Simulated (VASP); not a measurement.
Write the native input for VASP 6.6.1 that does the following.

- Task: single point
- Functional: PBE
- Potentials or basis: VASP PAW PBE potentials, release 64 (Zn, S)
- Cutoff: 520 eV
- k mesh: 8 × 8 × 8
- Occupations: gaussian, width 0.05 eV
- Spin: no spin polarisation
- Dipole correction: no
- Further INCAR settings: ALGO = Normal; EDIFF = 1e-06; NBANDS = 16

The structure of ZnS lies in POSCAR:

```
ZnS
1.0
    0.0000000000      2.7215639840      3.0277399322
    2.7215639840      0.0000000000      3.0277399322
    2.7215639840      2.7215639840      0.0000000000
Zn S
1 1
Direct
    0.0000000000      0.0000000000      0.0000000000
    0.7500000000      0.7500000000      0.7500000000
```

This cell differs from its parent crystal: strain +0.1125 x Voigt [0, 0, 1, 0, 0, 0].

One way to write it, as run:

INCAR

```
SYSTEM = ZnS
PREC = Accurate
ENCUT = 520
EDIFF = 1E-6
ISMEAR = 0
SIGMA = 0.05
LREAL = .FALSE.
LASPH = .TRUE.
NELM = 60
ALGO = Normal
ISIF = 2
LWAVE = .FALSE.
LCHARG = .FALSE.
GGA = PE
NBANDS = 16
```

KPOINTS

```
Automatic mesh
0
G
  8 8 8
  0 0 0
```

Potentials or basis: VASP PAW PBE potentials, release 64 (Zn, S).

Run with:

```console
$ cat potpaw_PBE.64/Zn/POTCAR potpaw_PBE.64/S/POTCAR > POTCAR
$ mpirun -np 1 vasp_std > vasp.out
```

Results of the run:

The pressure is -5.9 GPa and the band gap on the k mesh is 1.38 eV, direct.

Caveat: the cell differs from its parent crystal (strain +0.1125 x Voigt [0, 0, 1, 0, 0, 0]).

It took 30 s on 1 thread of AMD EPYC 7R43 64-Core Processor (Zen 3), on a shared host, peak memory 0.15 GiB.
